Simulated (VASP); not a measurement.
# Al2O3 (P-3m1) in VASP: notebook

Al2O3 is run at these levels: PBEsol; tasks: single point.

All numbers are computed with VASP 6.6.1; they aren't measurements. Logs are shortened: lines on timing, memory, paths and dates and some standing lists are left out, and cuts for length are marked.

## 1. The cell of the first run

Symmetry: P-3m1, No. 164, trigonal system. The conventional cell has a = 3.017 Å, b = 3.017 Å, c = 7.575 Å, α = 90.00°, β = 90.00°, γ = 120.00°. Al (site symmetry 3m) has 4 O at 1.68 to 1.84 Å within 2.2 Å. O (site symmetry 3m) has 3 Al at 1.84 Å within 2.4 Å. O (site symmetry -3m) has 2 Al at 1.68 Å within 2.2 Å.

## 2. Single point, PBEsol

INCAR reads:

```
SYSTEM = Al2O3
ALGO = Normal
EDIFF = 1E-6
ENCUT = 520
GGA = PS
ISIF = 2
ISMEAR = 0
LASPH = .TRUE.
LCHARG = .TRUE.
LELF = .TRUE.
LREAL = .FALSE.
LVHAR = .TRUE.
LWAVE = .FALSE.
NBANDS = 20
NELM = 80
PREC = Accurate
SIGMA = 0.01
```

KPOINTS reads:

```
k-points
0
G
  12 12 4
  0 0 0
```

POSCAR reads:

```
Al2O3
1.0
    3.0174830000      0.0000000000      0.0000000000
   -1.5087410000      2.6132170000      0.0000000000
    0.0000000000      0.0000000000      7.5746360000
Al O
2 3
Direct
    0.0000000000      0.0000000000      0.2779510000
    0.0000000000      0.0000000000      0.7220490000
    0.3333333333      0.6666666667      0.1994540000
    0.6666666667      0.3333333333      0.8005460000
    0.0000000000      0.0000000000      0.5000000000
```

Potentials or basis: VASP PAW PBE potentials, release 64 (Al, O).

Started as:

```bash
$ cat potpaw_PBE.64/Al/POTCAR potpaw_PBE.64/O/POTCAR > POTCAR
$ mpirun -np 1 vasp_std > vasp.out
```

OUTCAR:

```text
SYSTEM = Al2O3
   EDIFF = 1E-6
   ENCUT = 520
   GGA = PS
   ISIF = 2
   ISMEAR = 0
   LASPH = .TRUE.
   LREAL = .FALSE.
   NELM = 80
   PREC = Accurate

 ion  position               nearest neighbor table
   1  0.000  0.000  0.278-   5 1.68   3 1.84   3 1.84   3 1.84   2 3.36
   2  0.000  0.000  0.722-   5 1.68   4 1.84   4 1.84   4 1.84   1 3.36
   3  0.333  0.667  0.199-   1 1.84   1 1.84   1 1.84
   4  0.667  0.333  0.801-   2 1.84   2 1.84   2 1.84
   5  0.000  0.000  0.500-   1 1.68   2 1.68

  LATTYP: Found a hexagonal cell.
 ALAT       =     3.0174830000
 C/A-ratio  =     2.5102497678

  Lattice vectors:

 A1 = (   3.0174830000,   0.0000000000,   0.0000000000)
 A2 = (  -1.5087410000,   2.6132170000,   0.0000000000)
 A3 = (   0.0000000000,   0.0000000000,   7.5746360000)

Analysis of symmetry for initial positions (statically):
=====================================================================
 Subroutine PRICEL returns:
 Original cell was already a primitive cell.

 Routine SETGRP: Setting up the symmetry group for a
 hexagonal supercell.

 Subroutine GETGRP returns: Found 12 space group operations
 (whereof 12 operations were pure point group operations)
 out of a pool of 24 trial point group operations.

The static configuration has the point symmetry D_3d.

Analysis of symmetry for dynamics (positions and initial velocities):
=====================================================================
 Subroutine PRICEL returns:
 Original cell was already a primitive cell.

 Routine SETGRP: Setting up the symmetry group for a
 hexagonal supercell.

 Subroutine GETGRP returns: Found 12 space group operations
 (whereof 12 operations were pure point group operations)
 out of a pool of 24 trial point group operations.

The dynamic configuration has the point symmetry D_3d.

 Subroutine INISYM returns: Found 12 space group operations
 (whereof 12 operations are pure point group operations),
 and found     1 'primitive' translations

----------------------------------------------------------------------------------------

                                     Primitive cell

  volume of cell :      59.7286

  direct lattice vectors                    reciprocal lattice vectors
     3.017483000  0.000000000  0.000000000     0.331402033  0.191334985  0.000000000
    -1.508741000  2.613217000  0.000000000     0.000000000  0.382670096  0.000000000
     0.000000000  0.000000000  7.574636000     0.000000000  0.000000000  0.132019545

  length of vectors
     3.017483000  3.017482808  7.574636000     0.382670072  0.382670096  0.132019545

  position of ions in fractional coordinates (direct lattice)
     0.000000000  0.000000000  0.277951000
     0.000000000  0.000000000  0.722049000
     0.333333333  0.666666667  0.199454000
     0.666666667  0.333333333  0.800546000
     0.000000000  0.000000000  0.500000000

  ion indices of the primitive-cell ions
   primitive index   ion index
                 1           1
                 2           2
                 3           3
                 4           4
                 5           5

----------------------------------------------------------------------------------------

 KPOINTS: k-points

Automatic generation of k-mesh.
 Grid dimensions read from file:
 generate k-points for:   12   12    4

 Generating k-lattice:

  Cartesian coordinates                     Fractional coordinates (reciprocal lattice)
     0.027616836  0.015944582  0.000000000     0.083333333  0.000000000  0.000000000
     0.000000000  0.031889175  0.000000000     0.000000000  0.083333333  0.000000000
     0.000000000  0.000000000  0.033004886     0.000000000  0.000000000  0.250000000

  Length of vectors
     0.031889173  0.031889175  0.033004886

  Shift w.r.t. Gamma in fractional coordinates (k-lattice)
     0.000000000  0.000000000  0.000000000

 Subroutine IBZKPT returns following result:
 ===========================================

 Found     69 irreducible k-points:

 Following reciprocal coordinates:
            Coordinates               Weight
  0.000000  0.000000  0.000000      1.000000
  0.083333  0.000000  0.000000      6.000000
  0.166667  0.000000  0.000000      6.000000
  0.250000  0.000000  0.000000      6.000000
  0.333333  0.000000  0.000000      6.000000
  0.416667  0.000000  0.000000      6.000000
[... 16 lines left out ...]
  0.166667  0.000000  0.250000      6.000000
  0.000000  0.166667  0.250000      6.000000
 [... further k-points ...]
   k-points           NKPTS =     69   k-points in BZ     NKDIM =     69   number of bands    NBANDS=     20
   number of dos      NEDOS =    301   number of ions     NIONS =      5
   total plane-waves  NPLWV =  32256
   dimension x,y,z NGX =    24 NGY =   24 NGZ =   56
   dimension x,y,z NGXF=    48 NGYF=   48 NGZF=  112
   ions per type =               2   3
   NGX,Y,Z   is equivalent  to a cutoff of  13.22, 13.22, 12.29 a.u.
   NGXF,Y,Z  is equivalent  to a cutoff of  26.45, 26.45, 24.58 a.u.
 SYSTEM =  Al2O3
   PREC   = accura    normal or accurate (medium, high low for compatibility)
   ISTART =      0    job   : 0-new  1-cont  2-samecut
   ICHARG =      2    charge: 1-file 2-atom 10-const
   ISPIN  =      1    spin polarized calculation?
   LNONCOLLINEAR =      F non collinear calculations
   LSORBIT =      F    spin-orbit coupling
   LASPH  =      T    aspherical Exc in radial PAW
   ENCUT  =  520.0 eV  38.22 Ry    6.18 a.u.   5.61  5.61 14.08*2*pi/ulx,y,z
   NELM   =     80;   NELMIN=  2; NELMDL= -5     # of ELM steps
   EDIFF  = 0.1E-05   stopping-criterion for ELM
   LREAL  =      F    real-space projection
   EDIFFG = 0.1E-04   stopping-criterion for IOM
   NSW    =      0    number of steps for IOM
   IBRION =     -1    ionic relax: 0-MD 1-quasi-New 2-CG
   NFREE  =      0    steps in history (QN), initial steepest desc. (CG)
   ISIF   =      2    stress and relaxation
   ISYM   =      2    0-nonsym 1-usesym 2-fastsym
   POTIM  = 0.5000    time-step for ionic-motion
   TEBEG  =    0.0;   TEEND  =   0.0 temperature during run
   PSTRESS=    0.0 pullay stress
   NELECT =      24.0000    total number of electrons
   NUPDOWN=      -1.0000    fix difference up-down
   EMIN   =  10.00;   EMAX   =-10.00  energy-range for DOS
   EFERMI =   0.00;   METHOD = LEGACY
   ISMEAR =     0;   SIGMA  =   0.01  broadening in eV -4-tet -1-fermi 0-gaus
   EFERMI_NEDOS =   21; number of points for ismear=-14 and -15
   IALGO  =     38    algorithm
   IMIX   =      4    mixing-type and parameters
     AMIX     =   0.40;   BMIX     =  1.00
     AMIX_MAG =   1.60;   BMIX_MAG =  1.00
  volume/ion in A,a.u.               =      11.95        80.61
  Fermi-wavevector in a.u.,A,eV,Ry     =   1.208049  2.282882 19.856103  1.459382
  Thomas-Fermi vector in A             =   2.343668
   LORBIT       =      0    0 simple, 1 ext, 2 COOP (PROOUT), +10 PAW based schemes
   GGA     = PS    functional components
   LHFCALC =     F    Hartree Fock is set to
   AEXX    =    0.0000 exact exchange contribution
   IVDW    =     0    specifies the selected vdW correction
   LEPSILON=     F    determine dielectric tensor
   LRPA    =     F    only Hartree local field effects (RPA)
 non-spin polarized calculation
 Gauss-broadening in eV      SIGMA  =   0.01
  energy-cutoff  :      520.00
  volume of cell :       59.73
 maximum number of plane-waves:      1632
 NGX is ok and might be reduce to    24
   NGX = 11   NGY = 11   NGZ = 29

 number of electron      24.0000012 magnetization

 Free energy of the ion-electron system (eV)
  ---------------------------------------------------
  ext. energy  EPLUGINS =         0.00000000
  ---------------------------------------------------
  free energy    TOTEN  =       -37.72807207 eV

  energy without entropy =      -37.72807207  energy(sigma->0) =      -37.72807207

 E-fermi :   3.8023     XC(G=0):  -9.9413

 val. band max:        3.7444592412   @ k =   0.0000   0.0000   0.0000
 cond. band min:       5.9389935853   @ k =   0.0000   0.0000   0.0000
 fundamental gap:      2.1945343441
 Fermi energy:         3.8023157845

 k-point     1 :       0.0000    0.0000    0.0000
  band No.  band energies     occupation
      1     -15.8025      2.00000
      2     -15.6057      2.00000
      3     -13.0416      2.00000
      4      -2.1391      2.00000
      5      -0.7758      2.00000
      6       0.0128      2.00000
[... 12 lines left out ...]
     19      15.6969      0.00000
     20      16.0594      0.00000

 k-point     2 :       0.0833    0.0000    0.0000
  band No.  band energies     occupation
      1     -15.7478      2.00000
      2     -15.5572      2.00000
      3     -13.0126      2.00000
      4      -2.1146      2.00000
      5      -0.7467      2.00000
      6      -0.2666      2.00000
[... 12 lines left out ...]
     19      15.7383      0.00000
     20      15.8592      0.00000

 k-point     3 :       0.1667    0.0000    0.0000
  band No.  band energies     occupation
      1     -15.5931      2.00000
      2     -15.4218      2.00000
      3     -12.9331      2.00000
      4      -2.1254      2.00000
      5      -1.0506      2.00000
      6      -0.7111      2.00000
[... 12 lines left out ...]
     19      15.6521      0.00000
     20      16.2604      0.00000

 k-point     4 :       0.2500    0.0000    0.0000
  band No.  band energies     occupation
      1     -15.3685      2.00000
      2     -15.2286      2.00000
      3     -12.8238      2.00000
      4      -2.4342      2.00000
      5      -1.8735      2.00000
      6      -0.9081      2.00000
[... 429 lines left out ...]
 k-point    23 :       0.1667    0.0000    0.2500
  band No.  band energies     occupation
      1     -15.5703      2.00000
      2     -15.4473      2.00000
      3     -12.9294      2.00000
      4      -2.1571      2.00000
      5      -1.0471      2.00000
      6      -0.8787      2.00000
[... 12 lines left out ...]
     19      16.0020      0.00000
     20      16.2053      0.00000

 k-point    24 :       0.0000    0.1667    0.2500
  band No.  band energies     occupation
      1     -15.5690      2.00000
      2     -15.4488      2.00000
      3     -12.9291      2.00000
      4      -2.1705      2.00000
      5      -1.0455      2.00000
      6      -0.9095      2.00000
[... 12 lines left out ...]
     19      16.2280      0.00000
     20      16.2648      0.00000

 [... further k-points ...]
[... 5 lines left out ...]
  --------------------------------------------------------------------------------------
  -------------------------------------------------------------------------------------
  Total       -1.4657959     -1.4657960     -0.9766261     -0.0000003     -0.0000000      0.0000000
  in kB      -39.3189599    -39.3189619    -26.1973173     -0.0000075     -0.0000000      0.0000000
  external PRESSURE =     -34.9450797 kB  Pullay stress =       0.0000000 kB

 VOLUME and BASIS-vectors are now :
 -----------------------------------------------------------------------------
  energy-cutoff  :      520.00
  volume of cell :       59.73
      direct lattice vectors                 reciprocal lattice vectors
     3.017483000  0.000000000  0.000000000     0.331402033  0.191334985  0.000000000
    -1.508741000  2.613217000  0.000000000     0.000000000  0.382670096  0.000000000
     0.000000000  0.000000000  7.574636000     0.000000000  0.000000000  0.132019545

 POSITION                                       TOTAL-FORCE (eV/Angst)
 -----------------------------------------------------------------------------------
      0.00000      0.00000      2.10538        -0.000000      0.000000      0.091634
      0.00000      0.00000      5.46926         0.000000     -0.000000     -0.091634
      0.00000      1.74214      1.51079        -0.000000     -0.000000      0.188152
      1.50874      0.87107      6.06384         0.000000      0.000000     -0.188152
      0.00000      0.00000      3.78732        -0.000000      0.000000     -0.000000
 -----------------------------------------------------------------------------------
    total drift:                                0.000000      0.000000     -0.000000

  FREE ENERGIE OF THE ION-ELECTRON SYSTEM (eV)
  ---------------------------------------------------
  free  energy   TOTEN  =       -37.7280720672 eV

  energy  without entropy=      -37.7280720672  energy(sigma->0) =      -37.72807207
```

It took 98 s on 1 thread of AMD EPYC 7R13, shared host; peak memory 0.18 GiB.

What came out:

```yaml
Free_energy: -37.7281 eV
Pressure: -3.5 GPa
Largest_force: 0.188 eV/Å
Band_gap_on_the_k_mesh: 2.19 eV, direct
```

Forces in eV/Å, atoms in the order of the input:
```
Al   0.000  0.000  0.092
Al   0.000  0.000 -0.092
O    0.000  0.000  0.188
O    0.000  0.000 -0.188
O    0.000  0.000  0.000
```

Levels at points of the mesh, in eV from the valence-band top:
```
           k point  band 9  band 10  band 11  band 12  band 13  band 14  band 15  band 16
(0.00, 0.00, 0.00)   -3.72    -2.34     0.00     0.00     2.19     4.19     7.22    10.39
(0.50, 0.00, 0.00)   -3.56    -3.11    -1.78    -0.49     4.45     6.08     8.06     8.83
(0.00, 0.00, 0.50)   -3.67    -3.12     0.00     0.00     3.15     3.23     7.98     8.63
(0.50, 0.00, 0.50)   -3.45    -3.34    -1.70    -0.49     4.90     5.47     8.00     8.52
```

Caveat: the PAW data sets were made with another functional, which shifts forces and pressure a little.

## 3. Single point, PBEsol

This run uses another cell than the first one, of 12.26 Å³/atom, 1.027 times its volume.

INCAR reads:

```
PREC = Accurate ; ENCUT = 520
EDIFF = 1E-6 ; ISMEAR = 0
SIGMA = 0.01 ; LREAL = False
LASPH = True ; NELM = 60
ALGO = Normal ; ISIF = 2
LWAVE = False ; LCHARG = False
GGA = PS ; NBANDS = 20
```

KPOINTS reads:

```
regular mesh
0
Gamma
  12 12 4
```

POSCAR, as its differences from that of step 2:

```diff
@@ -2,5 +2,5 @@
 1.0
-    3.0174830000      0.0000000000      0.0000000000
-   -1.5087410000      2.6132170000      0.0000000000
-    0.0000000000      0.0000000000      7.5746360000
+    3.0440701232      0.0000000000      0.0000000000
+   -1.5220345572      2.6362421247      0.0000000000
+    0.0000000000      0.0000000000      7.6413763199
 Al O
```

Potentials or basis: VASP PAW PBE potentials, release 64 (Al, O).

Started as:

```bash
$ cat potpaw_PBE.64/Al/POTCAR potpaw_PBE.64/O/POTCAR > POTCAR
$ mpirun -np 1 vasp_std > vasp.out
```

Wall time 1.8 min (1 thread of AMD EPYC 7R13, shared host); peak memory 0.18 GiB.

The run converged. Its results:

| Item | Value |
| --- | --- |
| Free energy | -37.6754 eV |
| Pressure | -7.4 GPa |
| Largest force | 0.386 eV/Å |
| Band gap on the k mesh | 2.01 eV, direct |

Forces in eV/Å, atoms in the order of the input:
```
Al   0.000  0.000  0.332
Al   0.000  0.000 -0.332
O    0.000  0.000  0.386
O    0.000  0.000 -0.386
O    0.000  0.000  0.000
```

Stress tensor (GPa, compression positive):
```
-7.47  0.00  0.00
 0.00 -7.47  0.00
 0.00  0.00 -7.21
```

Levels at points of the mesh, in eV from the valence-band top:
```
           k point  band 9  band 10  band 11  band 12  band 13  band 14  band 15  band 16
(0.00, 0.00, 0.00)   -3.69    -2.32     0.00     0.00     2.01     3.98     7.07    10.20
(0.50, 0.00, 0.00)   -3.52    -3.07    -1.73    -0.47     4.39     5.94     7.85     8.62
(0.00, 0.00, 0.50)   -3.63    -3.08     0.00     0.00     2.97     3.02     7.80     8.47
(0.50, 0.00, 0.50)   -3.40    -3.29    -1.67    -0.47     4.81     5.37     7.76     8.37
```

Caveat: the PAW data sets were made with another functional, which shifts forces and pressure a little. A k mesh can miss the band edges.

## 4. Single point, PBEsol

This run uses another cell than the first one, of 12.58 Å³/atom, 1.053 times its volume.

INCAR reads:

```
SYSTEM = Al2O3
PREC = Accurate
ENCUT = 520
EDIFF = 1E-7
ISMEAR = 0
SIGMA = 0.01
LREAL = .FALSE.
LASPH = .TRUE.
NELM = 80
ALGO = Normal
ISIF = 2
LWAVE = .FALSE.
LCHARG = .FALSE.
GGA = PS
NBANDS = 20
```

KPOINTS reads:

```
regular mesh
0
G
  12 12 4
  0 0 0
```

POSCAR, as its differences from that of step 3:

```diff
@@ -2,5 +2,5 @@
 1.0
-    3.0440701232      0.0000000000      0.0000000000
-   -1.5220345572      2.6362421247      0.0000000000
-    0.0000000000      0.0000000000      7.6413763199
+    3.0702007586      0.0000000000      0.0000000000
+   -1.5350998706      2.6588719194      0.0000000000
+    0.0000000000      0.0000000000      7.7069707413
 Al O
```

Started as:

```bash
$ cat potpaw_PBE.64/Al/POTCAR potpaw_PBE.64/O/POTCAR > POTCAR
$ mpirun -np 1 vasp_std > vasp.out
```

Run time: 2.4 min. Hardware: 1 thread of AMD EPYC 7R13, shared host; peak memory 0.18 GiB.

The run converged. Its results:

| Quantity | Value |
| --- | --- |
| Free energy | -37.5865 eV |
| Pressure | -10.8 GPa |
| Largest force | 0.565 eV/Å |
| Band gap on the k mesh | 1.84 eV, direct |

Forces in eV/Å, atoms in the order of the input:
```
Al   0.000  0.000  0.552
Al   0.000  0.000 -0.552
O    0.000  0.000  0.565
O    0.000  0.000 -0.565
O    0.000  0.000  0.000
```

Stress tensor (GPa, compression positive):
```
-10.55   0.00   0.00
  0.00 -10.55   0.00
  0.00   0.00 -11.23
```

Levels at points of the mesh, in eV from the valence-band top:
| k point | band 10 | band 11 | band 12 | band 13 | band 14 | band 15 |
| --- | --- | --- | --- | --- | --- | --- |
| (0.00, 0.00, 0.00) | -2.30 | 0.00 | 0.00 | 1.84 | 3.77 | 6.91 |
| (0.50, 0.00, 0.00) | -3.03 | -1.69 | -0.45 | 4.33 | 5.81 | 7.63 |
| (0.00, 0.00, 0.50) | -3.03 | 0.00 | 0.00 | 2.80 | 2.82 | 7.63 |
| (0.50, 0.00, 0.50) | -3.24 | -1.63 | -0.45 | 4.72 | 5.28 | 7.52 |

Caveat: the PAW data sets were made with another functional, which shifts forces and pressure a little.

## 5. Single point, PBEsol

This run uses another cell than the first one, of 12.90 Å³/atom, 1.080 times its volume.

INCAR reads:

```
PREC = Accurate
ENCUT = 520
EDIFF = 1E-6
ISMEAR = 0
SIGMA = 0.01
LREAL = F
LASPH = T
NELM = 100
ALGO = Normal
ISIF = 2
LWAVE = F
LCHARG = F
GGA = PS
NBANDS = 20
```

KPOINTS reads:

```
regular mesh
0
Gamma
  12 12 4
```

POSCAR, as its differences from that of step 4:

```diff
@@ -2,5 +2,5 @@
 1.0
-    3.0702007586      0.0000000000      0.0000000000
-   -1.5350998706      2.6588719194      0.0000000000
-    0.0000000000      0.0000000000      7.7069707413
+    3.0958940097      0.0000000000      0.0000000000
+   -1.5479464919      2.6811229281      0.0000000000
+    0.0000000000      0.0000000000      7.7714672189
 Al O
```

Started as:

```bash
$ cat potpaw_PBE.64/Al/POTCAR potpaw_PBE.64/O/POTCAR > POTCAR
$ mpirun -np 1 vasp_std > vasp.out
```

It took 2.6 min on 1 thread of AMD EPYC 7R13, shared host; peak memory 0.18 GiB.

Results (log left out):

```yaml
Free_energy: -37.4660 eV
Pressure: -13.7 GPa
Largest_force: 0.753 eV/Å
Band_gap_on_the_k_mesh: 1.67 eV, direct
```

Forces on the atoms (eV/Å):
```
Al   0.000  0.000  0.753
Al   0.000  0.000 -0.753
O    0.000  0.000  0.725
O    0.000  0.000 -0.725
O    0.000  0.000  0.000
```

Stress tensor (GPa, compression positive):
```
-13.23   0.00   0.00
  0.00 -13.23   0.00
  0.00   0.00 -14.71
```

Levels at points of the mesh, in eV from the valence-band top:
```csv
k point,band 10,band 11,band 12,band 13,band 14,band 15
"(0.00, 0.00, 0.00)",-2.28,0.00,0.00,1.67,3.57,6.77
"(0.50, 0.00, 0.00)",-3.00,-1.65,-0.43,4.26,5.68,7.41
"(0.00, 0.00, 0.50)",-2.99,0.00,0.00,2.62,2.64,7.47
"(0.50, 0.00, 0.50)",-3.19,-1.60,-0.43,4.64,5.18,7.28
```

Caveat: the PAW data sets were made with another functional, which shifts forces and pressure a little. A k mesh can miss the band edges.

## 6. Summary

| cell | gap on the mesh (eV) | pressure (GPa) | largest force (eV/Å) |
| --- | --- | --- | --- |
| a = 3.017, b = 3.017, c = 7.575 Å, angles 90.0, 90.0, 120.0°, 5 atoms | 2.19 | -3.5 | 0.19 |
| a = 3.044, b = 3.044, c = 7.641 Å, angles 90.0, 90.0, 120.0°, 5 atoms | 2.01 | -7.4 | 0.39 |
| a = 3.070, b = 3.070, c = 7.707 Å, angles 90.0, 90.0, 120.0°, 5 atoms | 1.84 | -10.8 | 0.56 |
| a = 3.096, b = 3.096, c = 7.771 Å, angles 90.0, 90.0, 120.0°, 5 atoms | 1.67 | -13.7 | 0.75 |

Alike in all rows: task single point; level PBEsol; potentials or basis VASP PAW PBE potentials, release 64 (Al, O); no spin polarisation; k mesh 12 × 12 × 4; cutoff (eV) 520; smearing gaussian 0.01 eV.

Caveats: the PAW data sets were made with another functional, which shifts forces and pressure a little.

Total energies depend on the potentials used, so only differences within one code and one set of settings carry meaning.
